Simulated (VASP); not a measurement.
Mg2Si: elastic constants with PBEsol

Crystal: Mg2Si.

```
Mg Si
1.0
     0.00000    3.12829    3.12829
     3.12829    0.00000    3.12829
     3.12829    3.12829    0.00000
Mg Si
2 1
Direct
  0.25000 0.25000 0.25000
  0.75000 0.75000 0.75000
  0.00000 0.00000 0.00000
```

```
Program                   : VASP 6.6.1
Task                      : elastic constants
Functional                : PBEsol
Potentials or basis       : VASP PAW PBE potentials, release 64 (Mg, Si)
Cutoff                    : 600 eV
k mesh                    : 12 × 12 × 12
Occupations               : fermi-dirac, width 0.1 eV
Spin                      : no spin polarisation
Dipole correction         : no
Ions in elastic constants : relaxed
Further INCAR settings    : ALGO = Normal; EDIFF = 1e-08; NBANDS = 11; IBRION = 6; POTIM = 0.015; NSW = 1; ISIF = 3
```

The elastic constants C11, C12, C44 are 126, 30, 47 GPa. The voigt bulk modulus is 62 GPa and the highest phonon frequency at Γ is 299 cm⁻¹.

Phonon frequencies in cm⁻¹ (negative: imaginary):
| q point | frequencies |
| --- | --- |
| (0.000, 0.000, 0.000) | 0 0 0 270 270 270 299 299 299 |

Elastic tensor in Voigt notation (GPa, in the Cartesian axes of the cell as first typed):
```
126  30  30   0   0   0
 30 126  30   0   0   0
 30  30 126   0   0   0
  0   0   0  47   0   0
  0   0   0   0  47   0
  0   0   0   0   0  47
```

Clamped-ion elastic tensor (GPa):
```
126  30  30   0   0   0
 30 126  30   0   0   0
 30  30 126   0   0   0
  0   0   0  53   0   0
  0   0   0   0  53   0
  0   0   0   0   0  53
```

Wall time 46 min on 1 thread of Oxide Virtual Turin-like Processor (shared host), peak memory 0.7 GiB.

Caveat: the cell is under stress, which shifts elastic constants; the PAW data sets were made with another functional, which shifts forces and pressure a little.
